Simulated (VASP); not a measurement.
TePb:

```
Pb Te
1.0
     0.00000    3.18733    3.18733
     3.18733    0.00000    3.18733
     3.18733    3.18733    0.00000
Pb Te
1 1
Direct
  0.00000 0.00000 0.00000
  0.50000 0.50000 0.50000
```

Base run:

| Quantity | Value |
| --- | --- |
| Program | VASP 6.6.1 |
| Functional | r2SCAN |
| Potentials or basis | VASP PAW PBE potentials, release 64 (Pb_d, Te) |
| Cutoff | 520 eV |
| k mesh | 7 × 7 × 7 |
| Occupations | fermi-dirac, width 0.05 eV |
| Spin | no spin polarisation |

Its results: pressure 3.7 GPa.

Problem. The run is repeated on the same cell with these changes: functional from r2SCAN to PBE exchange alone. What comes out?

Solution. Pressure 13.0 GPa.

Caveats: the PAW data sets were made with another functional, which shifts forces and pressure a little (some runs).
